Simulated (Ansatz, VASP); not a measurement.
One calculation of SiO2, two programs

The input INCAR:

```
ALGO = Normal ; EDIFF = 1E-7
ENCUT = 520 ; GGA = PE
ISIF = 2 ; ISMEAR = -1
LASPH = T ; LCHARG = T
LELF = T ; LREAL = F
LVHAR = T ; LWAVE = F
NBANDS = 25 ; NELM = 100
PREC = Accurate ; SIGMA = 0.02
```

Contents of KPOINTS:

```
k-points
0
Gamma
  6 6 10
```

Contents of POSCAR:

```
SiO2
1.0
    4.0177812467      0.0000000000      0.0000000000
    0.0000000000      4.0177812467      0.0000000000
    0.0000000000      0.0000000000      2.5620862953
Si O
2 4
Direct
    0.0000000000      0.0000000000      0.0000000000
    0.5000000000      0.5000000000      0.5000000000
    0.3024450714      0.3024450714      0.0000000000
    0.1975549286      0.8024450714      0.5000000000
    0.8024450714      0.1975549286      0.5000000000
    0.6975549286      0.6975549286      0.0000000000
```

Input for Ansatz:

```yaml
crystal:
  lattice:
    - [4.0177812467, 0.0, 0.0]
    - [0.0, 4.0177812467, 0.0]
    - [0.0, 0.0, 2.5620862953]
  atoms:
    - { symbol: Si, position: [0.0, 0.0, 0.0] }
    - { symbol: Si, position: [0.5, 0.5, 0.5] }
    - { symbol: O, position: [0.3024450714, 0.3024450714, 0.0] }
    - { symbol: O, position: [0.1975549286, 0.8024450714, 0.5] }
    - { symbol: O, position: [0.8024450714, 0.1975549286, 0.5] }
    - { symbol: O, position: [0.6975549286, 0.6975549286, 0.0] }
kpoints:
  mp_grid: { grid: [6, 6, 10] }
  band_path:
    path:
      - [0.0, 0.0, 0.0]
      - [0.0, 0.5, 0.0]
      - [0.5, 0.5, 0.0]
      - [0.0, 0.0, 0.5]
      - [0.0, 0.5, 0.5]
      - [0.5, 0.5, 0.5]
    npoints: 1
hamiltonian:
  xc: pbe
scf:
  occupations: { method: fermi_dirac, width: 0.02 }
  n_extra_bands: 5
output:
  forces: true
  stress: true
  eigenvalues: true
  write_density: true
  write_potential: true
  elf: true
  volumetric_format: npy
```

Change from the starting cell: hydrostatic strain -4.0%.

Alike in both runs: task single point; functional PBE; k mesh 6 × 6 × 10; occupations fermi-dirac, width 0.02 eV; no spin polarisation.

```csv
,VASP,Ansatz
version,VASP 6.6.1,Ansatz 0.2.0
potentials or method,"VASP PAW PBE potentials, release 64 (Si, O)","plane waves, PAW"
plane-wave cutoff (eV),520,420
valence electrons in the cell,32,32
```

```csv
,VASP,Ansatz,Ansatz less VASP
gap on the k mesh at the Fermi level (eV),7.17,7.20,+0.026
pressure (GPa),60.7,60.2,-0.50
"traceless stress, the component that is largest in VASP (GPa)",8.50,7.95,-0.543
rms of the force components (eV/Å),0.047,0.038,-0.0091
```

Atom by atom the forces differ by 0.009 eV/Å (rms over components). Both programs put the cell under a high pressure, so it lies far from rest at this level. With one functional, cell and mesh, what is left measures potentials, basis and numerics.

Noted on VASP's run: the cell as given lies far from equilibrium.
